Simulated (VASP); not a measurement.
# SrTiO3 (Pm-3m) in VASP: single point with HSE06

Aim: the single point of SrTiO3 with HSE06.

Program: VASP 6.6.1. These are calculated values, not measurements. Logs are shortened: lines on timing, memory, paths and dates and some standing lists are left out, and cuts for length are marked.

## (1) The cell of the first run

It takes space group Pm-3m (No. 221, cubic). The conventional cell has a = 4.024 Å, b = 4.024 Å, c = 4.024 Å, α = 90.00°, β = 90.00°, γ = 90.00°. Within 3.7 Å of Sr (site symmetry m-3m) lie 12 O at 2.85 Å and 8 Ti at 3.48 Å. Ti (site symmetry m-3m) has 6 O at 2.01 Å within 2.7 Å. Within 2.7 Å of O (site symmetry 4/mmm) lie 2 Ti at 2.01 Å.

## (2) Single point, HSE06 (strain +3.0%)

The input, POSCAR:

```
SrTiO3
1.0
    4.0240570466      0.0000000000      0.0000000000
    0.0000000000      4.0240570466      0.0000000000
    0.0000000000      0.0000000000      4.0240570466
Sr Ti O
1 1 3
Direct
    0.0000000000      0.0000000000      0.0000000000
    0.5000000000      0.5000000000      0.5000000000
    0.5000000000      0.5000000000      0.0000000000
    0.5000000000      0.0000000000      0.5000000000
    0.0000000000      0.5000000000      0.5000000000
```

The input, INCAR.step1:

```
ALGO = Normal ; EDIFF = 1E-5
ENCUT = 520 ; GGA = PE
ISIF = 2 ; ISMEAR = 0
LASPH = T ; LCHARG = F
LREAL = F ; LWAVE = T
NBANDS = 28 ; NELM = 80
PREC = Accurate ; SIGMA = 0.01
```

The input, INCAR.step2:

```
ALGO = Normal ; EDIFF = 1E-6
ENCUT = 520 ; GGA = PE
HFSCREEN = 0.2079 ; ISIF = 2
ISMEAR = 0 ; ISTART = 1
LASPH = T ; LCHARG = F
LHFCALC = T ; LREAL = F
LWAVE = F ; NBANDS = 28
NELM = 80 ; PREC = Accurate
PRECFOCK = Fast ; SIGMA = 0.01
```

The input, KPOINTS:

```
k-points
0
Gamma
  4 4 4
```

Potentials or basis: VASP PAW PBE potentials, release 64 (Sr_sv, Ti_sv, O).

Started as:

```
> cat potpaw_PBE.64/Sr_sv/POTCAR potpaw_PBE.64/Ti_sv/POTCAR potpaw_PBE.64/O/POTCAR > POTCAR
> cp INCAR.step1 INCAR
> mpirun -np 1 vasp_std > vasp.out
> cp INCAR.step2 INCAR
> mpirun -np 1 vasp_std > vasp.out
```

OUTCAR:

```text
EDIFF = 1E-6
   ENCUT = 520
   GGA = PE
   HFSCREEN = 0.2079
   ISIF = 2
   ISMEAR = 0
   ISTART = 1
   LASPH = T
   LHFCALC = T
   LREAL = F
   NELM = 80
   PREC = Accurate
   PRECFOCK = Fast

 ion  position               nearest neighbor table
   1  0.000  0.000  0.000-   3 2.85   4 2.85   5 2.85   4 2.85   5 2.85   3 2.85   5 2.85   5 2.85
                             3 2.85   4 2.85   4 2.85   3 2.85   2 3.48   2 3.48   2 3.48   2 3.48
   2  0.500  0.500  0.500-   3 2.01   4 2.01   5 2.01   3 2.01   4 2.01   5 2.01   1 3.48   1 3.48
                             1 3.48   1 3.48   1 3.48   1 3.48   1 3.48   1 3.48
   3  0.500  0.500  0.000-   2 2.01   2 2.01   1 2.85   1 2.85   1 2.85   1 2.85
   4  0.500  0.000  0.500-   2 2.01   2 2.01   1 2.85   1 2.85   1 2.85   1 2.85
   5  0.000  0.500  0.500-   2 2.01   2 2.01   1 2.85   1 2.85   1 2.85   1 2.85

  LATTYP: Found a simple cubic cell.
 ALAT       =     4.0240570466

  Lattice vectors:

 A1 = (   4.0240570466,   0.0000000000,   0.0000000000)
 A2 = (   0.0000000000,   4.0240570466,   0.0000000000)
 A3 = (   0.0000000000,   0.0000000000,   4.0240570466)

Analysis of symmetry for initial positions (statically):
=====================================================================
 Subroutine PRICEL returns:
 Original cell was already a primitive cell.

 Routine SETGRP: Setting up the symmetry group for a
 simple cubic supercell.

 Subroutine GETGRP returns: Found 48 space group operations
 (whereof 48 operations were pure point group operations)
 out of a pool of 48 trial point group operations.

The static configuration has the point symmetry O_h .

Analysis of symmetry for dynamics (positions and initial velocities):
=====================================================================
 Subroutine PRICEL returns:
 Original cell was already a primitive cell.

 Routine SETGRP: Setting up the symmetry group for a
 simple cubic supercell.

 Subroutine GETGRP returns: Found 48 space group operations
 (whereof 48 operations were pure point group operations)
 out of a pool of 48 trial point group operations.

The dynamic configuration has the point symmetry O_h .

 Subroutine INISYM returns: Found 48 space group operations
 (whereof 48 operations are pure point group operations),
 and found     1 'primitive' translations

----------------------------------------------------------------------------------------

[... 93 lines left out ...]
   PSTRESS=    0.0 pullay stress
   NELECT =      40.0000    total number of electrons
   NUPDOWN=      -1.0000    fix difference up-down
   EMIN   =  10.00;   EMAX   =-10.00  energy-range for DOS
   EFERMI =   0.00;   METHOD = LEGACY
   ISMEAR =     0;   SIGMA  =   0.01  broadening in eV -4-tet -1-fermi 0-gaus
   EFERMI_NEDOS =   21; number of points for ismear=-14 and -15
   IALGO  =     38    algorithm
   IMIX   =      1    mixing-type and parameters
     AMIX     =   0.40;   BMIX     =  1.00
     AMIX_MAG =   1.60;   BMIX_MAG =  1.00
  volume/ion in A,a.u.               =      13.03        87.95
  Fermi-wavevector in a.u.,A,eV,Ry     =   1.391332  2.629236 26.338213  1.935804
  Thomas-Fermi vector in A             =   2.515181
   LORBIT       =      0    0 simple, 1 ext, 2 COOP (PROOUT), +10 PAW based schemes
   GGA     = PE    functional components
   LHFCALC =     T    Hartree Fock is set to
   PRECFOCK=fast      Normal, Fast or Accurate (Low or Medium for compatibility)
   ENCUT4O =  -1.0   cutoff for four orbital integrals eV
   NKREDX  =     1    reduce k-point grid by
   NKREDY  =     1    reduce k-point grid by
   NKREDZ  =     1    reduce k-point grid by
   AEXX    =    0.2500 exact exchange contribution
   HFSCREEN=    0.2079 screening length (either q_TF or 0.3 A-1)
   HFSCREENC=   0.2079 screening length for correlation (either q_TF or 0.3 A-1)
   ENCUTFOCK=  -1.0 apply spherical cutoff to Coloumb kernel
   IVDW    =     0    specifies the selected vdW correction
   LEPSILON=     F    determine dielectric tensor
   LRPA    =     F    only Hartree local field effects (RPA)
 non-spin polarized calculation
 Gauss-broadening in eV      SIGMA  =   0.01
  energy-cutoff  :      520.00
  volume of cell :       65.16
 maximum number of plane-waves:      1763
 NGX is ok and might be reduce to    30
  NGX = 16; NGY = 16; NGZ = 16

 number of electron      39.9999976 magnetization

 Free energy of the ion-electron system (eV)
  ---------------------------------------------------
  ext. energy  EPLUGINS =         0.00000000
  ---------------------------------------------------
  free energy    TOTEN  =       -48.32639507 eV

  energy without entropy =      -48.32639507  energy(sigma->0) =      -48.32639507

 E-fermi :   2.5347     XC(G=0):  -8.8864

 val. band max:        2.4565909302   @ k =   0.5000   0.5000   0.5000
 cond. band min:       5.5133063371   @ k =   0.0000   0.0000   0.0000
 fundamental gap:      3.0567154069
 Fermi energy:         2.5346730414

 k-point     1 :       0.0000    0.0000    0.0000
  band No.  band energies     occupation
      1     -58.8371      2.00000
      2     -33.3590      2.00000
      3     -33.3590      2.00000
      4     -33.3590      2.00000
      5     -32.5331      2.00000
      6     -16.3179      2.00000
[... 299 lines left out ...]
     27      11.6111      0.00000
     28      11.6111      0.00000

------------------------ aborting loop because EDIFF is reached ----------------------------------------

  FORCE on cell =-STRESS in cart. coord.  units (eV):
  Direction    XX          YY          ZZ          XY          YZ          ZX
  --------------------------------------------------------------------------------------
  -------------------------------------------------------------------------------------
  Total       -6.0353487     -6.0353487     -6.0353487      0.0000000      0.0000000      0.0000000
  in kB     -148.3954422   -148.3954422   -148.3954422      0.0000000      0.0000000      0.0000000
  external PRESSURE =    -148.3954422 kB  Pullay stress =       0.0000000 kB

 VOLUME and BASIS-vectors are now :
 -----------------------------------------------------------------------------
  energy-cutoff  :      520.00
  volume of cell :       65.16
      direct lattice vectors                 reciprocal lattice vectors
     4.024057047  0.000000000  0.000000000     0.248505423  0.000000000  0.000000000
     0.000000000  4.024057047  0.000000000     0.000000000  0.248505423  0.000000000
     0.000000000  0.000000000  4.024057047     0.000000000  0.000000000  0.248505423

 POSITION                                       TOTAL-FORCE (eV/Angst)
 -----------------------------------------------------------------------------------
      0.00000      0.00000      0.00000         0.000000      0.000000      0.000000
      2.01203      2.01203      2.01203         0.000000      0.000000      0.000000
      2.01203      2.01203      0.00000         0.000000      0.000000      0.000000
      2.01203      0.00000      2.01203         0.000000      0.000000      0.000000
      0.00000      2.01203      2.01203         0.000000      0.000000      0.000000
 -----------------------------------------------------------------------------------
    total drift:                                0.000000      0.000001      0.000000

  FREE ENERGIE OF THE ION-ELECTRON SYSTEM (eV)
  ---------------------------------------------------
  free  energy   TOTEN  =       -48.3263950750 eV

  energy  without entropy=      -48.3263950750  energy(sigma->0) =      -48.32639507
```

It took 17 min on 1 thread of Oxide Virtual Turin-like, shared host; peak memory 0.26 GiB.

Results:

```
Free energy            : -48.3264 eV
Pressure               : -14.8 GPa
Band gap on the k mesh : 3.06 eV (least direct gap 3.47 eV)
```

Caveat: the cell differs from its parent crystal (strain +3.0%); the cell stands under tension; the PAW data sets were made with another functional, which shifts forces and pressure a little. A k mesh can miss the band edges.
